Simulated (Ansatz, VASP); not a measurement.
**Al in VASP and in Ansatz**

INCAR

```
ALGO = Normal ; EDIFF = 1E-7
ENCUT = 520 ; GGA = CA
ISIF = 2 ; ISMEAR = -1
LASPH = T ; LCHARG = F
LREAL = F ; LWAVE = F
NBANDS = 8 ; NELM = 80
PREC = Accurate ; SIGMA = 0.1
```

Contents of KPOINTS:

```
k-points
0
Gamma
  14 14 14
```

The input POSCAR:

```
Al
1.0
    0.0000000000      1.9916090303      1.9916090303
    1.9916090303      0.0000000000      1.9916090303
    1.9916090303      1.9916090303      0.0000000000
Al
1
Direct
    0.0000000000      0.0000000000      0.0000000000
```

Input for Ansatz:

```yaml
crystal:
  lattice:
    - [0.0, 1.9916090303, 1.9916090303]
    - [1.9916090303, 0.0, 1.9916090303]
    - [1.9916090303, 1.9916090303, 0.0]
  atoms:
    - { symbol: Al, position: [0.0, 0.0, 0.0] }
hamiltonian:
  xc: lda
  pseudopotentials:
    kind: paw
    azcp:
      Al: "pseudopotentials/Al.paw.azcp"
basis:
  ecutwfc: 420
  fft_grid_basis: typed
kpoints:
  mp_grid: { grid: [14, 14, 14], shift: [0, 0, 0] }
magnetization:
  spin_polarized: false
scf:
  occupations: { method: fermi_dirac, width: 0.1 }
  lower_state_search: "off"
output:
  stress: true
  write_density: true
  write_potential: true
  elf: true
  volumetric_format: npy
```

Alike in both runs: task single point; functional LDA; k mesh 14 × 14 × 14; occupations fermi-dirac, width 0.1 eV; no spin polarisation.

|  | VASP | Ansatz |
| --- | --- | --- |
| version | VASP 6.6.1 | Ansatz 0.2.0 |
| potentials or method | VASP PAW LDA potentials, release 64 (Al), cutoff 520 eV | plane waves (420 eV) with PAW, scalar-relativistic |
| valence electrons in the cell | 3 | 3 |

```csv
,VASP,Ansatz,Ansatz less VASP
pressure (GPa),0.0,-0.1,-0.07
```

Ansatz warns that its potentials were made for another functional, while VASP's fit it. LDA's correlation is that of Perdew and Zunger in VASP and of Perdew and Wang (1992) in Ansatz.
